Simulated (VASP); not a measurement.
A run of VASP 6.6.1 is set up as follows.

File INCAR:

```
  PREC = Accurate
  ENCUT = 520
  EDIFF = 1E-6
  ISMEAR = -1
  SIGMA = 0.05
  LREAL = F
  LASPH = T
  NELM = 80
  ALGO = Fast
  ISIF = 2
  LWAVE = F
  LCHARG = F
  GGA = CA
  NBANDS = 34
```

KPOINTS

```
Automatic mesh
0
Gamma
  7 7 6
```

File POSCAR:

```
Ga
1.0
    2.2615000000     -3.8305000000      0.0000000000
    2.2615000000      3.8305000000      0.0000000000
    0.0000000000      0.0000000000      4.5240000000
Ga
4
Direct
    0.3451000000      0.6549000000      0.4190000000
    0.1549000000      0.8451000000      0.9190000000
    0.6549000000      0.3451000000      0.5810000000
    0.8451000000      0.1549000000      0.0810000000
```

Potentials or basis: VASP PAW LDA potentials, release 64 (Ga_d).

Command:

```console
$ cat potpaw_LDA.64/Ga_d/POTCAR > POTCAR
$ mpirun -np 1 vasp_std > vasp.out
```

(1) Estimate the pressure.

(2) Estimate the largest force.

Answers

(1) -3.6 GPa.

(2) 0.139 eV/Å.
